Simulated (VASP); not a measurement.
Runs of VASP 6.6.1 on MoSe. The structure is that of space group F-43m (No. 216), or close to it. The cells are those of the table. 

```csv
task,level,spin,U,cell,k mesh,cutoff (eV),smearing,gap on the mesh (eV),pressure (GPa),moment (μB)
single point,PBEsol+U,off,Mo d U = 4.0 eV,"a = 3.944 Å, angles 60.0°, 2 atoms",14 × 14 × 14,520,gaussian 0.05 eV,none,4.4,-
single point,PBEsol,collinear,-,"a = 3.957 Å, angles 60.0°, 2 atoms",6 × 6 × 6,520,gaussian 0.1 eV,none,-0.7,0.00
single point,r2SCAN,off,-,"a = 3.944 Å, angles 60.0°, 2 atoms",14 × 14 × 14,520,gaussian 0.1 eV,none,(a),-
relaxation of cell and atoms,PBEsol,collinear,-,"relaxed from a = 3.831 Å, angles 60.0°, 2 atoms",6 × 6 × 6,600,gaussian 0.1 eV,none,-0.1,0.00
```

Alike in all rows: potentials or basis VASP PAW PBE potentials, release 64 (Mo_sv, Se).

Estimate the missing entries.

(a) 2.8.

Caveats: the PAW data sets were made with another functional, which shifts forces and pressure a little; the cell stands under pressure (at least some runs); U without spin polarisation on a metal has little footing (at least some runs).

A k mesh can miss the band edges, and the runs leave out spin-orbit coupling on Mo, Se.

A gap of «none» marks levels without a gap at the run's occupations.
